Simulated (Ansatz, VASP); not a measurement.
**Two plane-wave programs on Ru**

```xyz
2
Lattice="2.6730 0.0000 0.0000 -1.3365 2.3149 0.0000 0.0000 0.0000 4.2281" Properties=species:S:1:pos:R:3 pbc="T T T"
Ru    0.0000    1.5432    1.0570
Ru    1.3365    0.7716    3.1711
```

Alike in both runs: functional LDA; k mesh 9 × 9 × 6; occupations gaussian, width 0.1 eV; no spin polarisation.

Ansatz relaxed the structure, and its values are those at the end. VASP's run is a single point on that final structure, the one shown.

|  | VASP | Ansatz |
| --- | --- | --- |
| version | VASP 6.6.1 | Ansatz 0.2.0 |
| potentials or method | VASP PAW LDA potentials, release 64 (Ru_pv), cutoff 520 eV | scalar-relativistic, plane waves, PAW |
| valence electrons in the cell | 28 | 32 |

|  | VASP | Ansatz | Ansatz less VASP |
| --- | --- | --- | --- |
| gap on the k mesh at the Fermi level (eV) | none | none | - |
| pressure (GPa) | 0.9 | 0.0 | -0.92 |

Ansatz warns that its potentials were made for another functional, while VASP's fit it. LDA's correlation is that of Perdew and Zunger in VASP and of Perdew and Wang (1992) in Ansatz. A gap of «none» marks a metal or a gap that the smearing closes. VASP's potentials hold 28 valence electrons a cell and Ansatz's 32, so a difference there can come from the potentials and not from the codes.
